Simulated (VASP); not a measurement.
Here is a VASP 6.6.1 calculation.

The input INCAR:

```
SYSTEM = Ta2N
ALGO = Normal
EDIFF = 1E-7
ENCUT = 520
GGA = CA
ISIF = 2
ISMEAR = 0
LASPH = .True.
LCHARG = .True.
LELF = .True.
LREAL = .False.
LVHAR = .True.
LWAVE = .False.
NBANDS = 20
NELM = 60
PREC = Accurate
SIGMA = 0.15
```

The input KPOINTS:

```
k-points
0
Gamma
  18 18 10
  0 0 0
```

POSCAR

```
Ta2N
1.0
    3.0585740852      0.0000000000      0.0000000000
   -1.5292870426      2.6488028571      0.0000000000
    0.0000000000      0.0000000000      5.1812245003
Ta N
2 1
Direct
    0.6666666667      0.3333333333      0.7466885012
    0.3333333333      0.6666666667      0.2533114988
    0.0000000000      0.0000000000      0.0000000000
```

Potentials or basis: VASP PAW LDA potentials, release 64 (Ta_pv, N).

The run is started by

```bash
$ cat potpaw_LDA.64/Ta_pv/POTCAR potpaw_LDA.64/N/POTCAR > POTCAR
$ mpirun -np 1 vasp_std > vasp.out
```

(1) Estimate the band gap on the k mesh.

(2) Estimate the largest force.

(3) Estimate the pressure.

## Answers

(1) zero (an odd number of electrons rules out a gap without spin polarisation).

(2) 0.035 eV/Å.

(3) -19.0 GPa.

Caveat: the cell stands under tension; spin-orbit coupling is left out, which moves the levels of the heavy elements.
